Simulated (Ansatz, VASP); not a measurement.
One calculation of TaN, two programs

```xyz
2
Lattice="0.0000 2.1878 2.1878 2.1878 0.0000 2.1878 2.1878 2.1878 0.0000" Properties=species:S:1:pos:R:3 pbc="T T T"
Ta    2.1878    2.1878    2.1878
N     0.0000    0.0000    0.0000
```

Alike in both runs: task single point; functional PBEsol; k mesh 12 × 12 × 12; occupations fermi-dirac, width 0.05 eV; no spin polarisation.

|  | VASP | Ansatz |
| --- | --- | --- |
| version | VASP 6.6.1 | Ansatz 0.2.0 |
| potentials or method | VASP PAW PBE potentials, release 64 (Ta_pv, N), cutoff 520 eV | all-electron LAPW, scalar-relativistic |

```tsv
	VASP	Ansatz	Ansatz less VASP
pressure (GPa)	1.0	0.0	-1.00
```

VASP's potentials were made for PBE, not for PBEsol. Ansatz ran all-electron here, and VASP with PAW potentials. Ansatz's warnings: optics on partly filled bands.

Spin-orbit coupling is off throughout.
